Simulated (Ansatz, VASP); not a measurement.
One calculation of TeW, two programs

```
Te W
1.0
     3.27798    0.00000    0.00000
    -1.63899    2.83881    0.00000
     0.00000    0.00000    9.22292
Te W
2 2
Direct
  0.33333 0.66667 0.04257
  0.66667 0.33333 0.54257
  0.33333 0.66667 0.33953
  0.66667 0.33333 0.83953
```

Alike in both runs: functional PBE; k mesh 18 × 18 × 6; occupations gaussian, width 0.1 eV; no spin polarisation.

Ansatz relaxed the structure, and its values are those at the end. VASP's run is a single point on that final structure, the one shown.

```csv
,VASP,Ansatz
version,VASP 6.6.1,Ansatz 0.2.0
potentials or method,"VASP PAW PBE potentials, release 64 (Te, W_sv), cutoff 520 eV","scalar-relativistic, plane waves, PAW"
valence electrons in the cell,40,60
```

```csv
,VASP,Ansatz,Ansatz less VASP
gap on the k mesh at the Fermi level (eV),none,none,-
pressure (GPa),0.0,0.0,+0.01
rms of the force components (eV/Å),0.003,0.000,-0.0029
```

A gap of «none» marks a metal or a gap that the smearing closes. VASP's potentials hold 40 valence electrons a cell and Ansatz's 60, so a difference there can come from the potentials and not from the codes.

Neither program's run includes spin-orbit coupling.
